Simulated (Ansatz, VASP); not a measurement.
## HfO2: VASP beside Ansatz

```
Hf O
1.0
     0.00000    2.52918    2.52918
     2.52918    0.00000    2.52918
     2.52918    2.52918    0.00000
Hf O
1 2
Direct
  0.00000 0.00000 0.00000
  0.25000 0.25000 0.25000
  0.75000 0.75000 0.75000
```

Alike in both runs: task single point; functional PBE; k mesh 8 × 8 × 8; occupations fermi-dirac, width 0.02 eV; no spin polarisation.

```csv
,VASP,Ansatz
version,VASP 6.6.1,Ansatz 0.2.0
potentials or method,"VASP PAW PBE potentials, release 64 (Hf_pv, O)","plane waves, PAW"
plane-wave cutoff (eV),520,420
valence electrons in the cell,22,38
```

VASP gave:

```
gap on the k mesh at the Fermi level (eV) : 3.82
pressure (GPa)                            : 2.1
```

Q: Estimate Ansatz's values.

A: gap on the k mesh at the Fermi level (eV): 3.80; pressure (GPa): 6.0.

With one functional, cell and mesh, what is left measures potentials, basis and numerics. VASP's potentials hold 22 valence electrons a cell and Ansatz's 38, so a difference there can come from the potentials and not from the codes.

Spin-orbit coupling is off throughout.
